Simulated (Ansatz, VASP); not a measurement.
## One calculation of Li, two programs

```
Li
1.0
    -1.26481    1.26481    1.26481
     1.26481   -1.26481    1.26481
     1.26481    1.26481   -1.26481
Li
1
Direct
  0.00000 0.00000 0.00000
```

Change from the starting cell: volume scaled by 0.4, LAPW.

Alike in both runs: task single point; functional PBE; k mesh 17 × 17 × 17; occupations fermi-dirac, width 0.1 eV; no spin polarisation.

|  | VASP | Ansatz |
| --- | --- | --- |
| version | VASP 6.6.1 | Ansatz 0.2.0 |
| potentials or method | VASP PAW PBE potentials, release 64 (Li_sv), cutoff 750 eV | all-electron LAPW, scalar-relativistic |

|  | VASP | Ansatz | Ansatz less VASP |
| --- | --- | --- | --- |
| pressure (GPa) | 58.8 | 59.5 | +0.64 |

Both programs put the cell under a high pressure, so it lies far from rest at this level. Ansatz ran all-electron here, and VASP with PAW potentials.
